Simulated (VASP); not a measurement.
Wanted: the native input for a VASP 6.6.1 run.

```yaml
Task: single point
Functional: PBE
Potentials_or_basis: VASP PAW PBE potentials, release 64 (Li_sv, Be, P)
Cutoff: 520 eV
k_mesh: 6 × 6 × 4
Occupations: gaussian, width 0.1 eV
Spin: no spin polarisation
Dipole_correction: no
Further_INCAR_settings: ALGO = Normal; EDIFF = 1e-07; NBANDS = 21
```

The structure of Li4BeP2 lies in POSCAR:

```
Li4BeP2
1.0
    4.3172405600      0.0000000000      0.0000000000
   -2.1586202800      3.7388400000      0.0000000000
    0.0000000000      0.0000000000      6.1543863700
Li Be P
4 1 2
Direct
    0.5000000000      0.0000000000      0.5000000000
    0.0000000000      0.5000000000      0.5000000000
    0.5000000000      0.5000000000      0.5000000000
    0.0000000000      0.0000000000      0.0000000000
    0.0000000000      0.0000000000      0.5000000000
    0.3333333300      0.6666666700      0.0000000000
    0.6666666700      0.3333333300      0.0000000000
```

The cell was built from a structure type or drawn by symmetry, and may not be a known phase.

These files were run (other wordings do the same):

INCAR

```
PREC     = Accurate       # precision mode
ENCUT    = 520            # plane-wave cutoff, eV
EDIFF    = 1E-7           # SCF threshold, eV
ISMEAR   = 0              # smearing method
SIGMA    = 0.1            # smearing width, eV
LREAL    = False          # projectors in reciprocal space
LASPH    = True           # aspherical terms in the spheres
NELM     = 80             # most SCF steps
ALGO     = Normal         # electronic algorithm
ISIF     = 2              # what is computed and relaxed
LWAVE    = False          # write WAVECAR
LCHARG   = True           # write CHGCAR
GGA      = PE             # functional
LELF     = True           # ELF
LVHAR    = True         
NBANDS   = 21             # bands
```

KPOINTS

```
Automatic mesh
0
Gamma
  6 6 4
```

Potentials or basis: VASP PAW PBE potentials, release 64 (Li_sv, Be, P).

Command:

```sh
$ cat potpaw_PBE.64/Li_sv/POTCAR potpaw_PBE.64/Be/POTCAR potpaw_PBE.64/P/POTCAR > POTCAR
$ mpirun -np 1 vasp_std > vasp.out
```

Results of the run:

```
Band gap on the k mesh : zero (bands 12 and 13 overlap by 1.37 eV)
```

Wall time 76 s on 1 thread of Intel Xeon 8259CL, with other jobs on the host, peak memory 0.22 GiB.
